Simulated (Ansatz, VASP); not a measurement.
**Two plane-wave programs on GaN**

POSCAR

```
GaN
1.0
    0.0000000000      2.1085153689      2.1085153689
    2.1085153689      0.0000000000      2.1085153689
    2.1085153689      2.1085153689      0.0000000000
Ga N
1 1
Direct
    0.5000000000      0.5000000000      0.5000000000
    0.0000000000      0.0000000000      0.0000000000
```

Contents of INCAR.step1:

```
  PREC = Accurate
  ENCUT = 520
  ISMEAR = 0
  SIGMA = 0.01
  LREAL = F
  LASPH = T
  NELM = 100
  NBANDS = 16
  GGA = PE
  ALGO = Normal
  EDIFF = 1E-4
  LWAVE = T
  LCHARG = F
```

INCAR.step2

```
  PREC = Accurate
  ENCUT = 520
  EDIFF = 1E-7
  ISMEAR = 0
  SIGMA = 0.01
  LREAL = F
  LASPH = T
  NELM = 100
  ALGO = Normal
  ISIF = 2
  LWAVE = F
  LCHARG = F
  METAGGA = R2SCAN
  LMIXTAU = T
  NBANDS = 16
  ISTART = 1
```

KPOINTS

```
Automatic mesh
0
Gamma
  8 8 8
```

Input for Ansatz:

```yaml
crystal:
  lattice:
    - [0.0, 2.1085153689, 2.1085153689]
    - [2.1085153689, 0.0, 2.1085153689]
    - [2.1085153689, 2.1085153689, 0.0]
  atoms:
    - { symbol: Ga, position: [0.5, 0.5, 0.5] }
    - { symbol: "N", position: [0.0, 0.0, 0.0] }
kpoints:
  mp_grid: { grid: [8, 8, 8] }
hamiltonian:
  xc: r2scan
scf:
  occupations: { method: fixed }
output:
  optics:
    e_range: [0, 12]
    de: 0.05
    sigma: 0.1
    bands: { spectra_wanted_up_to: 12 }
  write_density: true
  write_potential: true
  elf: true
  volumetric_format: npy
```

Alike in both runs: task single point; functional r2SCAN; k mesh 8 × 8 × 8; no spin polarisation.

```csv
,VASP,Ansatz
version,VASP 6.6.1,Ansatz 0.2.0
potentials or method,"VASP PAW PBE potentials, release 64 (Ga_d, N)","plane waves, PAW"
plane-wave cutoff (eV),520,500
occupations,"gaussian, width 0.01 eV",fixed
valence electrons in the cell,18,18
```

```csv
,VASP,Ansatz,Ansatz less VASP
gap on the k mesh at the Fermi level (eV),1.17,1.19,+0.023
```

VASP's potentials were made for PBE, not for r2SCAN.
